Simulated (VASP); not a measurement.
Here is a VASP 6.6.1 calculation.

Contents of INCAR:

```
SYSTEM = Nb
ALGO = Normal
EDIFF = 1E-7
EDIFFG = -0.02
ENCUT = 500
GGA = RP
GGA_COMPAT = .False.
IBRION = 2
ISIF = 3
ISMEAR = 0
LASPH = .True.
LCHARG = .False.
LREAL = .False.
LWAVE = .False.
NELM = 120
NELMIN = 4
NSW = 80
PREC = Accurate
PSTRESS = 100.0
SIGMA = 0.1
```

File KPOINTS:

```
k-points
0
Gamma
  7 7 7
  0 0 0
```

Contents of POSCAR:

```
Nb
1.0
    0.0000000000      2.8850000000      2.8850000000
    2.8850000000      0.0000000000      2.8850000000
    2.8850000000      2.8850000000      0.0000000000
Nb
2
Direct
    1.0000000000      1.0000000000      1.0000000000
    0.2500000000      0.2500000000      0.2500000000
```

Potentials or basis: VASP PAW PBE potentials, release 64 (Nb_sv).

The run is started by

```bash
$ cat potpaw_PBE.64/Nb_sv/POTCAR > POTCAR
$ mpirun -np 1 vasp_std > vasp.out
```

Q: What does it give for the relaxed cell?

A: a = 4.038 Å, b = 4.038 Å, c = 4.038 Å, α = 60.00°, β = 60.00°, γ = 60.00°.

Q: What does it give for the band gap on the k mesh?

A: Zero (bands 13 and 14 overlap by 1.41 eV).

The path:
```
step  energy change (eV)  largest force (eV/Å)  pressure (GPa)  volume (Å³)
   1              0.0000                0.0000            6.92        48.03
   2              0.2010                0.0000           14.00        44.89
   3              0.0774                0.0000            9.98        46.55
```

Caveat: the cell is relaxed towards a set pressure, so the run minimises the enthalpy, not the energy; the PAW data sets were made with another functional, which shifts forces and pressure a little.
